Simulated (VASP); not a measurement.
Input of a VASP 6.6.1 run:

INCAR

```
SYSTEM = Te2Mo
PREC = Accurate
ENCUT = 520
EDIFF = 1E-6
ISMEAR = 0
SIGMA = 0.05
LREAL = .False.
LASPH = .True.
NELM = 80
ALGO = Normal
ISIF = 2
LWAVE = .False.
LCHARG = .True.
GGA = PE
LELF = .True.
LVHAR = .True.
NBANDS = 35
```

The input KPOINTS:

```
regular mesh
0
Gamma
  12 12 2
  0 0 0
```

POSCAR

```
Te2Mo
1.0
    3.5570664331      0.0000000000      0.0000000000
   -1.7785332165      3.0805098940      0.0000000000
    0.0000000000      0.0000000000     15.2047186580
Te Mo
4 2
Direct
    0.3089867146      0.6179734291      0.6508250721
    0.6666666667      0.3333333333      0.1310943552
    0.3333333333      0.6666666667      0.8689056448
    0.6666666667      0.3333333333      0.3689056448
    0.3333333333      0.6666666667      0.2500000000
    0.6666666667      0.3333333333      0.7500000000
```

Potentials or basis: VASP PAW PBE potentials, release 64 (Te, Mo_sv).

Command:

```console
$ cat potpaw_PBE.64/Te/POTCAR potpaw_PBE.64/Mo_sv/POTCAR > POTCAR
$ mpirun -np 1 vasp_std > vasp.out
```

Q: What does it give for the largest force?

A: 5.441 eV/Å.

Q: What does it give for the band gap on the k mesh?

A: 0.20 eV (least direct gap 0.44 eV).

Q: Estimate the pressure.

A: 5.6 GPa.

Forces in eV/Å, atoms in the order of the input:
```
Te   0.000  1.634 -5.190
Te   0.000  0.000  0.002
Te   0.000  0.063  0.636
Te   0.000 -0.001  0.031
Mo   0.000  0.000 -0.028
Mo   0.000 -1.696  4.549
```

Caveat: the cell differs from its parent crystal (atom 1 (Te) moved by (-0.150, +0.300) A along y and z); the cell stands under pressure; spin-orbit coupling is left out, which moves the levels of the heavy elements; this functional lacks dispersion, which binds the layers, so the pressure and a relaxed spacing across them are unreliable; forces of over 1 eV/Å act on the atoms, so gaps and moduli don't describe the material at rest. A k mesh can miss the band edges.
